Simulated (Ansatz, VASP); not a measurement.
## Ca: VASP beside Ansatz

```xyz
2
Lattice="4.2984 0.0000 0.0000 -2.1492 3.7225 0.0000 0.0000 0.0000 5.9984" Properties=species:S:1:pos:R:3 pbc="T T T"
Ca    0.0000    2.4817    1.4996
Ca    2.1492    1.2408    4.4988
```

Change from the starting cell: strain +0.080 along x and y, -0.080 along z, atoms carried along.

Alike in both runs: task single point; functional PBEsol; k mesh 12 × 12 × 8; occupations gaussian, width 0.15 eV; no spin polarisation.

|  | VASP | Ansatz |
| --- | --- | --- |
| version | VASP 6.6.1 | Ansatz 0.2.0 |
| potentials or method | VASP PAW PBE potentials, release 64 (Ca_sv), cutoff 520 eV | scalar-relativistic, plane waves, PAW |
| valence electrons in the cell | 20 | 20 |

|  | VASP | Ansatz | Ansatz less VASP |
| --- | --- | --- | --- |
| gap on the k mesh at the Fermi level (eV) | none | none | - |
| pressure (GPa) | -2.0 | -2.0 | 0.00 |
| traceless stress, the component that is largest in VASP (GPa) | 1.90 | 1.90 | -0.003 |

VASP's potentials were made for PBE, not for PBEsol. A gap of «none» marks a metal or a gap that the smearing closes. With one functional, cell and mesh, what is left measures potentials, basis and numerics.
